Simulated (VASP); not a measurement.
A run of VASP 6.6.1 is set up as follows.

Contents of POSCAR:

```
MoS2
1.0
    3.1837189491      0.0000000000      0.0000000000
   -1.5918594745      2.7571814884      0.0000000000
    0.0000000000      0.0000000000     34.4792384800
Mo S
4 8
Direct
    0.3333333333      0.6666666667      0.0935556300
    0.3333333333      0.6666666667      0.7209030300
    0.6666666667      0.3333333333      0.2790969700
    0.6666666667      0.3333333333      0.9064443700
    0.6666666667      0.3333333333      0.0485463000
    0.6666666667      0.3333333333      0.6759117500
    0.3333333333      0.6666666667      0.2340896600
    0.3333333333      0.6666666667      0.8614313100
    0.6666666667      0.3333333333      0.1385686900
    0.6666666667      0.3333333333      0.7659103400
    0.3333333333      0.6666666667      0.3240882500
    0.3333333333      0.6666666667      0.9514537000
```

Contents of INCAR.step1:

```
  PREC = Accurate
  ENCUT = 520
  ISMEAR = -1
  SIGMA = 0.05
  LREAL = F
  LASPH = T
  NELM = 100
  NBANDS = 64
  GGA = PE
  ALGO = Normal
  EDIFF = 1E-4
  LWAVE = T
  LCHARG = F
```

Contents of INCAR.step2:

```
  PREC = Accurate
  ENCUT = 520
  EDIFF = 1E-7
  ISMEAR = -1
  SIGMA = 0.05
  LREAL = F
  LASPH = T
  NELM = 100
  ALGO = Normal
  ISIF = 2
  LWAVE = F
  LCHARG = T
  METAGGA = R2SCAN
  LMIXTAU = T
  LELF = T
  LVHAR = T
  NBANDS = 64
  ISTART = 1
```

Contents of KPOINTS:

```
Automatic mesh
0
Gamma
  10 10 1
```

Potentials or basis: VASP PAW PBE potentials, release 64 (Mo_sv, S).

Launch:

```console
$ cat potpaw_PBE.64/Mo_sv/POTCAR potpaw_PBE.64/S/POTCAR > POTCAR
$ cp INCAR.step1 INCAR
$ mpirun -np 1 vasp_std > vasp.out
$ cp INCAR.step2 INCAR
$ mpirun -np 1 vasp_std > vasp.out
```

Q: Predict the band gap on the k mesh.

A: 1.33 eV (least direct gap 1.99 eV).

Q: Predict the largest force.

A: 0.024 eV/Å.

Forces on the atoms (eV/Å):
```
Mo   0.000  0.000 -0.001
Mo   0.000  0.000 -0.008
Mo   0.000  0.000  0.008
Mo   0.000  0.000  0.001
S    0.000  0.000 -0.017
S    0.000  0.000 -0.024
S    0.000  0.000 -0.011
S    0.000  0.000 -0.006
S    0.000  0.000  0.006
S    0.000  0.000  0.011
S    0.000  0.000  0.024
S    0.000  0.000  0.017
```

Caveat: the PAW data sets were made with another functional, which shifts forces and pressure a little.
